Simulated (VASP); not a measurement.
Crystal: Al.

```
Al
1.0
     0.00000    2.02500    2.02500
     2.02500    0.00000    2.02500
     2.02500    2.02500    0.00000
Al
1
Direct
  0.00000 0.00000 0.00000
```

* Program: VASP 6.6.1
* Task: relaxation of cell and atoms
* Functional: LDA
* Potentials or basis: VASP PAW LDA potentials, release 64 (Al)
* Cutoff: 600 eV
* k mesh: 20 × 20 × 20
* Occupations: gaussian, width 0.1 eV
* Spin: no spin polarisation

At the start: pressure -3.6 GPa; volume 16.61 Å³/atom.

Question: Where does the relaxation end?

Answer: Over 3 steps the energy falls by 9.5 meV/atom and the volume is 15.81 Å³/atom (-4.8 %); space group Fm-3m (No. 225, to 0.05 Å).

The path:
```tsv
step	energy change (eV)	largest force (eV/Å)	pressure (GPa)	volume (Å³)
1	0.0000	0.0000	-3.65	16.61
2	-0.0094	0.0000	0.50	15.72
3	-0.0095	0.0000	0.00	15.81
```

Final structure:
```xyz
1
Lattice="0.0000 1.9919 1.9919 1.9919 0.0000 1.9919 1.9919 1.9919 0.0000" Properties=species:S:1:pos:R:3 pbc="T T T"
Al    0.0000    0.0000    0.0000
```
